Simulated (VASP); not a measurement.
NaH:

```xyz
2
Lattice="0.0000 2.4400 2.4400 2.4400 0.0000 2.4400 2.4400 2.4400 0.0000" Properties=species:S:1:pos:R:3 pbc="T T T"
Na    0.0180   -0.0161   -0.0274
H     2.4480    2.4532    2.4375
```

Base run:

- Program: VASP 6.6.1
- Functional: PBE
- Potentials or basis: VASP PAW PBE potentials, release 64 (Na_pv, H)
- Cutoff: 520 eV
- k mesh: 8 × 8 × 8
- Occupations: gaussian, width 0.05 eV
- Spin: no spin polarisation

Its results: band gap on the k mesh 3.71 eV, indirect (least direct gap 4.55 eV); pressure -0.7 GPa; largest force 0.031 eV/Å.

The run is repeated on the same cell with these changes: k mesh from 8 × 8 × 8 to 13 × 13 × 13. What comes out?

Band gap on the k mesh 3.86 eV, indirect (least direct gap 4.62 eV); pressure -0.7 GPa; largest force 0.031 eV/Å.

A k mesh can miss the band edges.
